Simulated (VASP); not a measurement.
# BaTe (Fm-3m) in VASP: further runs, part 2 of 3

VASP 6.6.1.

**4. Single point, PBE (41.47 Å³/atom)**

This run uses another cell than the first one, of 41.47 Å³/atom.

INCAR reads:

```
ALGO = Normal
EDIFF = 1E-7
ENCUT = 520
GGA = PE
ISIF = 2
ISMEAR = 0
LASPH = T
LCHARG = F
LREAL = F
LWAVE = F
NBANDS = 15
NELM = 100
PREC = Accurate
SIGMA = 0.02
```

KPOINTS reads:

```
k-points
0
Gamma
  8 8 8
```

POSCAR reads:

```
BaTe
1.0
    0.0000000000      3.4612091957      3.4612091957
    3.4612091957      0.0000000000      3.4612091957
    3.4612091957      3.4612091957      0.0000000000
Ba Te
1 1
Direct
    0.5000000000      0.5000000000      0.5000000000
    0.0000000000      0.0000000000      0.0000000000
```

Potentials or basis: VASP PAW PBE potentials, release 64 (Ba_sv, Te).

Command:

```console
$ cat potpaw_PBE.64/Ba_sv/POTCAR potpaw_PBE.64/Te/POTCAR > POTCAR
$ mpirun -np 1 vasp_std > vasp.out
```

OUTCAR:

```text
EDIFF = 1E-7
   ENCUT = 520
   GGA = PE
   ISIF = 2
   ISMEAR = 0
   LASPH = T
   LREAL = F
   NELM = 100
   PREC = Accurate

 ion  position               nearest neighbor table
   1  0.500  0.500  0.500-   2 3.46   2 3.46   2 3.46   2 3.46   2 3.46   2 3.46
   2  0.000  0.000  0.000-   1 3.46   1 3.46   1 3.46   1 3.46   1 3.46   1 3.46

  LATTYP: Found a face centered cubic cell.
 ALAT       =     6.9224183914

  Lattice vectors:

 A1 = (   0.0000000000,   3.4612091957,   3.4612091957)
 A2 = (   3.4612091957,   0.0000000000,   3.4612091957)
 A3 = (   3.4612091957,   3.4612091957,   0.0000000000)

Analysis of symmetry for initial positions (statically):
=====================================================================
 Subroutine PRICEL returns:
 Original cell was already a primitive cell.

 Routine SETGRP: Setting up the symmetry group for a
 face centered cubic supercell.

 Subroutine GETGRP returns: Found 48 space group operations
 (whereof 48 operations were pure point group operations)
 out of a pool of 48 trial point group operations.

The static configuration has the point symmetry O_h .

Analysis of symmetry for dynamics (positions and initial velocities):
=====================================================================
 Subroutine PRICEL returns:
 Original cell was already a primitive cell.

 Routine SETGRP: Setting up the symmetry group for a
 face centered cubic supercell.

 Subroutine GETGRP returns: Found 48 space group operations
 (whereof 48 operations were pure point group operations)
 out of a pool of 48 trial point group operations.

The dynamic configuration has the point symmetry O_h .

 Subroutine INISYM returns: Found 48 space group operations
 (whereof 48 operations are pure point group operations),
 and found     1 'primitive' translations

----------------------------------------------------------------------------------------

                                     Primitive cell

  volume of cell :      82.9304

  direct lattice vectors                    reciprocal lattice vectors
     0.000000000  3.461209196  3.461209196    -0.144458185  0.144458185  0.144458185
     3.461209196  0.000000000  3.461209196     0.144458185 -0.144458185  0.144458185
     3.461209196  3.461209196  0.000000000     0.144458185  0.144458185 -0.144458185

  length of vectors
     4.894888987  4.894888987  4.894888987     0.250208917  0.250208917  0.250208917

  position of ions in fractional coordinates (direct lattice)
     0.500000000  0.500000000  0.500000000
     0.000000000  0.000000000  0.000000000

  ion indices of the primitive-cell ions
   primitive index   ion index
                 1           1
                 2           2

----------------------------------------------------------------------------------------

 KPOINTS: k-points

Automatic generation of k-mesh.
 Grid dimensions read from file:
 generate k-points for:    8    8    8

 Generating k-lattice:

  Cartesian coordinates                     Fractional coordinates (reciprocal lattice)
    -0.018057273  0.018057273  0.018057273     0.125000000  0.000000000  0.000000000
     0.018057273 -0.018057273  0.018057273     0.000000000  0.125000000  0.000000000
[... 41 lines left out ...]
   number of dos      NEDOS =    301   number of ions     NIONS =      2
   total plane-waves  NPLWV =  46656
   dimension x,y,z NGX =    36 NGY =   36 NGZ =   36
   dimension x,y,z NGXF=    72 NGYF=   72 NGZF=   72
   ions per type =               1   1
   NGX,Y,Z   is equivalent  to a cutoff of  12.23, 12.23, 12.23 a.u.
   NGXF,Y,Z  is equivalent  to a cutoff of  24.45, 24.45, 24.45 a.u.
 SYSTEM =  unknown system
   PREC   = accura    normal or accurate (medium, high low for compatibility)
   ISTART =      0    job   : 0-new  1-cont  2-samecut
   ICHARG =      2    charge: 1-file 2-atom 10-const
   ISPIN  =      1    spin polarized calculation?
   LNONCOLLINEAR =      F non collinear calculations
   LSORBIT =      F    spin-orbit coupling
   LASPH  =      T    aspherical Exc in radial PAW
   ENCUT  =  520.0 eV  38.22 Ry    6.18 a.u.   9.10  9.10  9.10*2*pi/ulx,y,z
   NELM   =    100;   NELMIN=  2; NELMDL= -5     # of ELM steps
   EDIFF  = 0.1E-06   stopping-criterion for ELM
   LREAL  =      F    real-space projection
   EDIFFG = 0.1E-05   stopping-criterion for IOM
   NSW    =      0    number of steps for IOM
   IBRION =     -1    ionic relax: 0-MD 1-quasi-New 2-CG
   NFREE  =      0    steps in history (QN), initial steepest desc. (CG)
   ISIF   =      2    stress and relaxation
   ISYM   =      2    0-nonsym 1-usesym 2-fastsym
   POTIM  = 0.5000    time-step for ionic-motion
   TEBEG  =    0.0;   TEEND  =   0.0 temperature during run
   PSTRESS=    0.0 pullay stress
   NELECT =      16.0000    total number of electrons
   NUPDOWN=      -1.0000    fix difference up-down
   EMIN   =  10.00;   EMAX   =-10.00  energy-range for DOS
   EFERMI =   0.00;   METHOD = LEGACY
   ISMEAR =     0;   SIGMA  =   0.02  broadening in eV -4-tet -1-fermi 0-gaus
   EFERMI_NEDOS =   21; number of points for ismear=-14 and -15
   IALGO  =     38    algorithm
   IMIX   =      4    mixing-type and parameters
     AMIX     =   0.40;   BMIX     =  1.00
     AMIX_MAG =   1.60;   BMIX_MAG =  1.00
  volume/ion in A,a.u.               =      41.47       279.82
  Fermi-wavevector in a.u.,A,eV,Ry     =   0.945969  1.787623 12.175277  0.894858
  Thomas-Fermi vector in A             =   2.073922
   LORBIT       =      0    0 simple, 1 ext, 2 COOP (PROOUT), +10 PAW based schemes
   GGA     = PE    functional components
   LHFCALC =     F    Hartree Fock is set to
   AEXX    =    0.0000 exact exchange contribution
   IVDW    =     0    specifies the selected vdW correction
   LEPSILON=     F    determine dielectric tensor
   LRPA    =     F    only Hartree local field effects (RPA)
 non-spin polarized calculation
 Gauss-broadening in eV      SIGMA  =   0.02
  energy-cutoff  :      520.00
  volume of cell :       82.93
 maximum number of plane-waves:      2252
   NGX = 19   NGY = 19   NGZ = 19

 number of electron      16.0000000 magnetization

 Free energy of the ion-electron system (eV)
  ---------------------------------------------------
  ext. energy  EPLUGINS =         0.00000000
  ---------------------------------------------------
  free energy    TOTEN  =        -8.58691901 eV

  energy without entropy =       -8.58691901  energy(sigma->0) =       -8.58691901

 E-fermi :   2.6835     XC(G=0):  -8.3810

 val. band max:        2.4926037768   @ k =   0.0000   0.0000   0.0000
 cond. band min:       3.9348966299   @ k =   0.5000   0.5000   0.0000
 fundamental gap:      1.4422928531
 Fermi energy:         2.6834883821

 k-point     1 :       0.0000    0.0000    0.0000
  band No.  band energies     occupation
      1     -24.4420      2.00000
      2      -9.6030      2.00000
      3      -9.6030      2.00000
      4      -9.6030      2.00000
      5      -7.1257      2.00000
      6       2.4926      2.00000
      7       2.4926      2.00000
      8       2.4926      2.00000
      9       5.3957      0.00000
     10       5.3957      0.00000
     11       5.3957      0.00000
     12       5.5359      0.00000
     13       6.0485      0.00000
     14       6.0485      0.00000
[... 401 lines left out ...]
      2      -9.9868      2.00000
      3      -9.6948      2.00000
      4      -9.6475      2.00000
      5      -6.4805      2.00000
      6       0.5983      2.00000
      7       1.4156      2.00000
      8       1.4337      2.00000
      9       6.2044      0.00000
     10       6.4857      0.00000
     11       7.7874      0.00000
     12       8.0897      0.00000
     13       8.5991      0.00000
     14       9.4454      0.00000
     15      10.6897      0.00000

 [... further k-points ...]

------------------------ aborting loop because EDIFF is reached ----------------------------------------

  FORCE on cell =-STRESS in cart. coord.  units (eV):
  Direction    XX          YY          ZZ          XY          YZ          ZX
  --------------------------------------------------------------------------------------
  -------------------------------------------------------------------------------------
  Total        1.2236825      1.2236825      1.2236825      0.0000000      0.0000000      0.0000000
  in kB       23.6409978     23.6409978     23.6409978      0.0000000      0.0000000      0.0000000
  external PRESSURE =      23.6409978 kB  Pullay stress =       0.0000000 kB

 VOLUME and BASIS-vectors are now :
 -----------------------------------------------------------------------------
  energy-cutoff  :      520.00
  volume of cell :       82.93
      direct lattice vectors                 reciprocal lattice vectors
     0.000000000  3.461209196  3.461209196    -0.144458185  0.144458185  0.144458185
     3.461209196  0.000000000  3.461209196     0.144458185 -0.144458185  0.144458185
     3.461209196  3.461209196  0.000000000     0.144458185  0.144458185 -0.144458185

 POSITION                                       TOTAL-FORCE (eV/Angst)
 -----------------------------------------------------------------------------------
      3.46121      3.46121      3.46121         0.000000     -0.000000      0.000000
      0.00000      0.00000      0.00000         0.000000      0.000000     -0.000000
 -----------------------------------------------------------------------------------
    total drift:                                0.000000      0.000000      0.000000

  FREE ENERGIE OF THE ION-ELECTRON SYSTEM (eV)
  ---------------------------------------------------
  free  energy   TOTEN  =        -8.5869190139 eV

  energy  without entropy=       -8.5869190139  energy(sigma->0) =       -8.58691901
```

OSZICAR:

```text
N       E                     dE             d eps       ncg     rms          rms(c)
DAV:   1     0.830954055870E+02    0.83095E+02   -0.59896E+03   870   0.852E+02
DAV:   2    -0.329156153295E+01   -0.86387E+02   -0.79119E+02  1212   0.168E+02
DAV:   3    -0.849671894118E+01   -0.52052E+01   -0.51727E+01  1233   0.428E+01
DAV:   4    -0.867880330963E+01   -0.18208E+00   -0.18206E+00  1181   0.628E+00
DAV:   5    -0.868082940525E+01   -0.20261E-02   -0.20260E-02  1193   0.652E-01    0.389E+00
DAV:   6    -0.857885421528E+01    0.10198E+00   -0.11726E-01  1045   0.174E+00    0.256E+00
DAV:   7    -0.858101490880E+01   -0.21607E-02   -0.10343E-01  1031   0.183E+00    0.813E-01
DAV:   8    -0.858630098547E+01   -0.52861E-02   -0.13135E-02  1010   0.763E-01    0.202E-01
DAV:   9    -0.858671662208E+01   -0.41564E-03   -0.66988E-04  1157   0.177E-01    0.572E-02
DAV:  10    -0.858690121353E+01   -0.18459E-03   -0.23687E-04  1010   0.107E-01    0.196E-02
DAV:  11    -0.858692132200E+01   -0.20108E-04   -0.46669E-05  1130   0.390E-02    0.202E-02
DAV:  12    -0.858691844042E+01    0.28816E-05   -0.11017E-05  1045   0.188E-02    0.112E-02
DAV:  13    -0.858691894530E+01   -0.50489E-06   -0.64343E-07  1045   0.515E-03    0.212E-03
DAV:  14    -0.858691901391E+01   -0.68612E-07   -0.26668E-08   764   0.101E-03
   1 F= -.85869190E+01 E0= -.85869190E+01  d E =-.181721E-43
```

stdout:

```text
POSCAR found type information on POSCAR BaTe
 POSCAR found :  2 types and       2 ions
 scaLAPACK will be used
 LDA part: xc-table for (Slater+PW92), standard interpolation
 POSCAR, INCAR and KPOINTS ok, starting setup
 FFT: planning ... GRIDC
 FFT: planning ... GRID_SOFT
 FFT: planning ... GRID
 WAVECAR not read
 entering main loop
```

It took 40 s on 1 thread of Intel Xeon Platinum 8488C (Sapphire Rapids), shared host; peak memory 0.21 GiB.

Results:

- Free energy: -8.5869 eV
- Pressure: 2.4 GPa
- Band gap on the k mesh: 1.44 eV (least direct gap 1.83 eV)

Caveat: spin-orbit coupling is left out, which moves the levels of the heavy elements.

(Continued in part 3 of 3.)
